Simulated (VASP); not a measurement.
# C4N (Cmmm) in VASP: further runs

C4N is run at these levels: PBE; tasks: single point.

Everything below comes from runs of VASP 6.6.1. Logs are shortened: lines on timing, memory, paths and dates and some standing lists are left out, and cuts for length are marked.

### 1 The cell of the first run

The structure is orthorhombic, space group Cmmm (No. 65). The conventional cell has a = 4.769 Å, b = 8.533 Å, c = 2.561 Å, α = 90.00°, β = 90.00°, γ = 90.00°. C (site symmetry m2m) has 5 C at 1.39 to 1.85 Å within 1.9 Å. C (site symmetry 2mm) has 1 N at 1.25 Å within 1.7 Å. N (site symmetry mmm) has 2 C at 1.25 Å within 1.7 Å.

### 2 Single point, PBE

INCAR reads:

```
PREC = Accurate
ENCUT = 520
EDIFF = 1E-6
ISMEAR = 0
SIGMA = 0.1
LREAL = F
LASPH = T
NELM = 100
ALGO = Normal
ISIF = 2
LWAVE = F
LCHARG = F
GGA = PE
NBANDS = 18
```

KPOINTS reads:

```
Automatic mesh
0
Gamma
  4 4 6
```

POSCAR reads:

```
C4N
1.0
    2.3847174040     -4.2663057443      0.0000000000
    2.3847174040      4.2663057443      0.0000000000
    0.0000000000      0.0000000000      2.5612549987
C N
4 1
Direct
    0.5816959086      0.4183040914      0.5000000000
    0.4183040914      0.5816959086      0.5000000000
    0.2625098421      0.2625098421      0.0000000000
    0.7374901579      0.7374901579      0.0000000000
    0.0000000000      0.0000000000      0.0000000000
```

Potentials or basis: VASP PAW PBE potentials, release 64 (C, N).

Command:

```bash
cat potpaw_PBE.64/C/POTCAR potpaw_PBE.64/N/POTCAR > POTCAR
mpirun -np 1 vasp_std > vasp.out
```

OUTCAR:

```text
PREC = Accurate
   ENCUT = 520
   EDIFF = 1E-6
   ISMEAR = 0
   LREAL = F
   LASPH = T
   NELM = 100
   ISIF = 2
   GGA = PE

 ion  position               nearest neighbor table
   1  0.582  0.418  0.500-   2 1.39   3 1.85   4 1.85   3 1.85   4 1.85
   2  0.418  0.582  0.500-   1 1.39   3 1.85   4 1.85   3 1.85   4 1.85
   3  0.263  0.263  0.000-   5 1.25   2 1.85   1 1.85   1 1.85   2 1.85
   4  0.737  0.737  0.000-   5 1.25   2 1.85   1 1.85   1 1.85   2 1.85
   5  0.000  0.000  0.000-   3 1.25   4 1.25

  LATTYP: Found a base centered orthorhombic cell.
 ALAT       =     4.7694348080
 B/A-ratio  =     1.7890194189
 C/A-ratio  =     0.5370143637

  Lattice vectors:

 A1 = (   2.3847174040,  -4.2663057443,   0.0000000000)
 A2 = (   2.3847174040,   4.2663057443,   0.0000000000)
 A3 = (   0.0000000000,   0.0000000000,   2.5612549987)

Analysis of symmetry for initial positions (statically):
=====================================================================
 Subroutine PRICEL returns:
 Original cell was already a primitive cell.

 Routine SETGRP: Setting up the symmetry group for a
 base centered orthorhombic supercell.

 Subroutine GETGRP returns: Found  8 space group operations
 (whereof  8 operations were pure point group operations)
 out of a pool of  8 trial point group operations.

The static configuration has the point symmetry D_2h.

Analysis of symmetry for dynamics (positions and initial velocities):
=====================================================================
 Subroutine PRICEL returns:
 Original cell was already a primitive cell.

 Routine SETGRP: Setting up the symmetry group for a
 base centered orthorhombic supercell.

 Subroutine GETGRP returns: Found  8 space group operations
 (whereof  8 operations were pure point group operations)
 out of a pool of  8 trial point group operations.

The dynamic configuration has the point symmetry D_2h.

 Subroutine INISYM returns: Found  8 space group operations
 (whereof  8 operations are pure point group operations),
 and found     1 'primitive' translations

----------------------------------------------------------------------------------------

                                     Primitive cell

  volume of cell :      52.1161

  direct lattice vectors                    reciprocal lattice vectors
     2.384717404 -4.266305744  0.000000000     0.209668449 -0.117197414  0.000000000
     2.384717404  4.266305744  0.000000000     0.209668449  0.117197414  0.000000000
     0.000000000  0.000000000  2.561254999     0.000000000  0.000000000  0.390433596

  length of vectors
     4.887559903  4.887559903  2.561254999     0.240200109  0.240200109  0.390433596

  position of ions in fractional coordinates (direct lattice)
     0.581695909  0.418304091  0.500000000
     0.418304091  0.581695909  0.500000000
     0.262509842  0.262509842  0.000000000
     0.737490158  0.737490158  0.000000000
     0.000000000  0.000000000  0.000000000

  ion indices of the primitive-cell ions
   primitive index   ion index
                 1           1
                 2           2
                 3           3
                 4           4
                 5           5

----------------------------------------------------------------------------------------

 KPOINTS: Automatic mesh

Automatic generation of k-mesh.
 Grid dimensions read from file:
 generate k-points for:    4    4    6

 Generating k-lattice:

  Cartesian coordinates                     Fractional coordinates (reciprocal lattice)
     0.052417112 -0.029299353  0.000000000     0.250000000  0.000000000  0.000000000
     0.052417112  0.029299353  0.000000000     0.000000000  0.250000000  0.000000000
     0.000000000  0.000000000  0.065072266     0.000000000  0.000000000  0.166666667

  Length of vectors
     0.060050027  0.060050027  0.065072266

  Shift w.r.t. Gamma in fractional coordinates (k-lattice)
     0.000000000  0.000000000  0.000000000

 Subroutine IBZKPT returns following result:
 ===========================================

 Found     28 irreducible k-points:

 Following reciprocal coordinates:
            Coordinates               Weight
  0.000000  0.000000  0.000000      1.000000
  0.250000  0.000000  0.000000      4.000000
  0.500000  0.000000  0.000000      2.000000
  0.250000  0.250000  0.000000      2.000000
  0.500000  0.250000  0.000000      4.000000
 -0.250000  0.250000  0.000000      2.000000
[... 16 lines left out ...]
  0.250000  0.000000  0.500000      4.000000
  0.500000  0.000000  0.500000      2.000000
 [... further k-points ...]
   k-points           NKPTS =     28   k-points in BZ     NKDIM =     28   number of bands    NBANDS=     18
   number of dos      NEDOS =    301   number of ions     NIONS =      5
   total plane-waves  NPLWV =  25920
   dimension x,y,z NGX =    36 NGY =   36 NGZ =   20
   dimension x,y,z NGXF=    72 NGYF=   72 NGZF=   40
   ions per type =               4   1
   NGX,Y,Z   is equivalent  to a cutoff of  12.25, 12.25, 12.98 a.u.
   NGXF,Y,Z  is equivalent  to a cutoff of  24.49, 24.49, 25.96 a.u.
 SYSTEM =  unknown system
   PREC   = accura    normal or accurate (medium, high low for compatibility)
   ISTART =      0    job   : 0-new  1-cont  2-samecut
   ICHARG =      2    charge: 1-file 2-atom 10-const
   ISPIN  =      1    spin polarized calculation?
   LNONCOLLINEAR =      F non collinear calculations
   LSORBIT =      F    spin-orbit coupling
   LASPH  =      T    aspherical Exc in radial PAW
   ENCUT  =  520.0 eV  38.22 Ry    6.18 a.u.   9.09  9.09  4.76*2*pi/ulx,y,z
   NELM   =    100;   NELMIN=  2; NELMDL= -5     # of ELM steps
   EDIFF  = 0.1E-05   stopping-criterion for ELM
   LREAL  =      F    real-space projection
   EDIFFG = 0.1E-04   stopping-criterion for IOM
   NSW    =      0    number of steps for IOM
   IBRION =     -1    ionic relax: 0-MD 1-quasi-New 2-CG
   NFREE  =      0    steps in history (QN), initial steepest desc. (CG)
   ISIF   =      2    stress and relaxation
   ISYM   =      2    0-nonsym 1-usesym 2-fastsym
   POTIM  = 0.5000    time-step for ionic-motion
   TEBEG  =    0.0;   TEEND  =   0.0 temperature during run
   PSTRESS=    0.0 pullay stress
   NELECT =      21.0000    total number of electrons
   NUPDOWN=      -1.0000    fix difference up-down
   EMIN   =  10.00;   EMAX   =-10.00  energy-range for DOS
   EFERMI =   0.00;   METHOD = LEGACY
   ISMEAR =     0;   SIGMA  =   0.10  broadening in eV -4-tet -1-fermi 0-gaus
   EFERMI_NEDOS =   21; number of points for ismear=-14 and -15
   IALGO  =     38    algorithm
   IMIX   =      4    mixing-type and parameters
     AMIX     =   0.40;   BMIX     =  1.00
     AMIX_MAG =   1.60;   BMIX_MAG =  1.00
  volume/ion in A,a.u.               =      10.42        70.34
  Fermi-wavevector in a.u.,A,eV,Ry     =   1.209179  2.285017 19.893275  1.462114
  Thomas-Fermi vector in A             =   2.344765
   LORBIT       =      0    0 simple, 1 ext, 2 COOP (PROOUT), +10 PAW based schemes
   GGA     = PE    functional components
   LHFCALC =     F    Hartree Fock is set to
   AEXX    =    0.0000 exact exchange contribution
   IVDW    =     0    specifies the selected vdW correction
   LEPSILON=     F    determine dielectric tensor
   LRPA    =     F    only Hartree local field effects (RPA)
 non-spin polarized calculation
 Gauss-broadening in eV      SIGMA  =   0.10
  energy-cutoff  :      520.00
  volume of cell :       52.12
 maximum number of plane-waves:      1419
   NGX = 19   NGY = 19   NGZ =  9

 number of electron      21.0000003 magnetization

 Free energy of the ion-electron system (eV)
  ---------------------------------------------------
  ext. energy  EPLUGINS =         0.00000000
  ---------------------------------------------------
  free energy    TOTEN  =       -33.92717528 eV

  energy without entropy =      -33.92496668  energy(sigma->0) =      -33.92607098

 E-fermi :   2.7687     XC(G=0):  -9.5620

 val. band max:        2.7509677474   @ k =   0.5000   0.5000   0.5000
 cond. band min:       2.8363458339   @ k =   0.5000   0.5000   0.3333
 fundamental gap:      0.0853780865
 Fermi energy:         2.7686848212

 k-point     1 :       0.0000    0.0000    0.0000
  band No.  band energies     occupation
      1     -18.7185      2.00000
      2     -15.5045      2.00000
      3     -12.9590      2.00000
      4      -6.2113      2.00000
      5      -4.9822      2.00000
      6      -2.7485      2.00000
[... 10 lines left out ...]
     17      10.6370      0.00000
     18      11.3123      0.00000

 k-point     2 :       0.2500    0.0000    0.0000
  band No.  band energies     occupation
      1     -18.4750      2.00000
      2     -16.3405      2.00000
      3     -11.9324      2.00000
      4      -6.0446      2.00000
      5      -5.7460      2.00000
      6      -3.3282      2.00000
[... 10 lines left out ...]
     17      11.9957      0.00000
     18      12.1182      0.00000

 k-point     3 :       0.5000    0.0000    0.0000
  band No.  band energies     occupation
      1     -18.0236      2.00000
      2     -17.1778      2.00000
      3     -10.9591      2.00000
      4      -6.6331      2.00000
      5      -5.7475      2.00000
      6      -4.2728      2.00000
[... 10 lines left out ...]
     17      10.2640      0.00000
     18      12.1945      0.00000

 k-point     4 :       0.2500    0.2500    0.0000
  band No.  band energies     occupation
      1     -18.0238      2.00000
      2     -17.1776      2.00000
      3     -10.9591      2.00000
      4      -6.6286      2.00000
      5      -5.7866      2.00000
      6      -4.2043      2.00000
[... 375 lines left out ...]
      4     -10.0322      2.00000
      5      -5.3843      2.00000
      6      -4.1286      2.00000
[... 10 lines left out ...]
     17      11.2133      0.00000
     18      12.9414      0.00000

 k-point    23 :       0.2500    0.0000    0.5000
  band No.  band energies     occupation
      1     -16.9075      2.00000
      2     -13.6937      2.00000
      3     -12.1292      2.00000
      4      -9.2537      2.00000
      5      -6.6595      2.00000
      6      -3.2840      2.00000
[... 10 lines left out ...]
     17      12.1982      0.00000
     18      12.3425      0.00000

 k-point    24 :       0.5000    0.0000    0.5000
  band No.  band energies     occupation
      1     -16.8544      2.00000
      2     -13.6240      2.00000
      3     -12.5118      2.00000
      4      -8.6446      2.00000
      5      -7.3053      2.00000
      6      -2.7821      2.00000
[... 10 lines left out ...]
     17      12.9940      0.00000
     18      14.0675      0.00000

 [... further k-points ...]
[... 5 lines left out ...]
  --------------------------------------------------------------------------------------
  -------------------------------------------------------------------------------------
  Total        0.0768133      0.1880923      0.0715637      0.0000000      0.0000000      0.0000000
  in kB        2.3614308      5.7824249      2.2000449      0.0000000      0.0000000      0.0000000
  external PRESSURE =       3.4479669 kB  Pullay stress =       0.0000000 kB

 VOLUME and BASIS-vectors are now :
 -----------------------------------------------------------------------------
  energy-cutoff  :      520.00
  volume of cell :       52.12
      direct lattice vectors                 reciprocal lattice vectors
     2.384717404 -4.266305744  0.000000000     0.209668449 -0.117197414  0.000000000
     2.384717404  4.266305744  0.000000000     0.209668449  0.117197414  0.000000000
     0.000000000  0.000000000  2.561254999     0.000000000  0.000000000  0.390433596

 POSITION                                       TOTAL-FORCE (eV/Angst)
 -----------------------------------------------------------------------------------
      2.38472     -0.69708      1.28063         0.000000     -0.116361      0.000000
      2.38472      0.69708      1.28063         0.000000      0.116361      0.000000
      1.25202      0.00000      0.00000         0.049616      0.000000     -0.000000
      3.51741      0.00000      0.00000        -0.049616      0.000000      0.000000
      0.00000      0.00000      0.00000         0.000000      0.000000      0.000000
 -----------------------------------------------------------------------------------
    total drift:                                0.000000     -0.000000      0.000000

  FREE ENERGIE OF THE ION-ELECTRON SYSTEM (eV)
  ---------------------------------------------------
  free  energy   TOTEN  =       -33.9271752755 eV

  energy  without entropy=      -33.9249666822  energy(sigma->0) =      -33.92607098
```

Run time: 38 s. Hardware: 1 thread of Oxide Virtual Turin-like, shared host; peak memory 0.13 GiB.

Results:

* Free energy: -33.9272 eV
* Pressure: 0.3 GPa
* Largest force: 0.116 eV/Å

Forces on the atoms (eV/Å):
```
C    0.000 -0.116  0.000
C    0.000  0.116  0.000
C    0.050  0.000  0.000
C   -0.050  0.000  0.000
N    0.000  0.000  0.000
```

Stress tensor (GPa, compression positive):
```
0.24 0.00 0.00
0.00 0.58 0.00
0.00 0.00 0.22
```

Levels at points of the mesh, in eV from the Fermi level:
```
           k point  band 8  band 9  band 10  band 11  band 12  band 13  band 14  band 15
(0.00, 0.00, 0.00)   -3.69   -3.56    -0.93     0.84     1.30     5.36     6.47     7.21
(0.50, 0.00, 0.00)   -3.90   -3.08     0.83     1.38     2.52     5.33     5.94     6.13
(0.50, 0.50, 0.00)   -3.19   -2.87    -0.94     1.11     1.29     5.22     5.29     6.92
(0.00, 0.00, 0.50)   -4.30   -2.86    -1.37    -1.06    -0.22     2.41     6.90     6.91
(0.50, 0.00, 0.50)   -4.23   -4.01    -2.94    -1.46     1.45     2.40     5.00     6.52
(0.50, 0.50, 0.50)   -4.75   -2.89    -0.92    -0.81    -0.02     2.85     6.94     6.95
```

Caveat: the k points lie up to 0.41 Å⁻¹ apart.

### 3 Single point, PBE

This run uses another cell than the first one, of 11.14 Å³/atom, 1.069 times its volume.

INCAR reads:

```
SYSTEM = C4N
  ALGO = Normal
  EDIFF = 1E-6
  ENCUT = 520
  GGA = PE
  ISIF = 2
  ISMEAR = 0
  LASPH = .TRUE.
  LCHARG = .FALSE.
  LREAL = .FALSE.
  LWAVE = .FALSE.
  NBANDS = 18
  NELM = 100
  PREC = Accurate
  SIGMA = 0.1
```

KPOINTS reads:

```
k-points
0
G
  4 4 6
  0 0 0
```

POSCAR reads:

```
C4N
1.0
    3.0913120600     -3.2460922200      0.0000000000
    3.0913120600      3.2460922200      0.0000000000
    0.0000000000      0.0000000000      2.7759038700
C N
4 1
Direct
    0.8105999900      0.1894000100      0.5000000000
    0.1894000100      0.8105999900      0.5000000000
    0.2852000000      0.2852000000      0.0000000000
    0.7148000000      0.7148000000      0.0000000000
    0.0000000000      0.0000000000      0.0000000000
```

Potentials or basis: VASP PAW PBE potentials, release 64 (C, N).

Command:

```bash
cat potpaw_PBE.64/C/POTCAR potpaw_PBE.64/N/POTCAR > POTCAR
mpirun -np 1 vasp_std > vasp.out
```

It took 30 s on 1 thread of Oxide Virtual Turin-like, shared host; peak memory 0.15 GiB.

The run converged. Its results:

```yaml
Free_energy: -23.2500 eV
Pressure: -21.0 GPa
Largest_force: 1.576 eV/Å
```

Forces on the atoms (eV/Å):
```
C    0.000 -0.187  0.000
C    0.000  0.187  0.000
C   -1.576  0.000  0.000
C    1.576  0.000  0.000
N    0.000  0.000  0.000
```

Stress tensor (GPa, compression positive):
```
-25.49   0.00   0.00
  0.00 -12.48   0.00
  0.00   0.00 -25.03
```

Levels at points of the mesh, in eV from the Fermi level:
```csv
k point,band 8,band 9,band 10,band 11,band 12,band 13,band 14,band 15
"(0.00, 0.00, 0.00)",-3.84,-3.01,0.36,0.84,1.49,1.75,1.93,2.29
"(0.50, 0.00, 0.00)",-2.10,-1.17,-0.85,-0.12,1.08,2.19,2.23,2.84
"(0.50, 0.50, 0.00)",-2.61,-1.15,-0.38,0.11,0.48,1.27,1.49,2.08
"(0.00, 0.00, 0.50)",-2.64,-2.53,-0.82,-0.80,-0.74,-0.53,0.61,1.21
"(0.50, 0.00, 0.50)",-3.69,-3.56,-1.42,-1.40,0.49,0.99,1.14,1.91
"(0.50, 0.50, 0.50)",-4.36,-2.52,-0.22,0.36,1.17,1.27,1.29,1.38
```

Caveat: the k points lie up to 0.38 Å⁻¹ apart; forces of over 1 eV/Å act on the atoms, so gaps and moduli don't describe the material at rest.
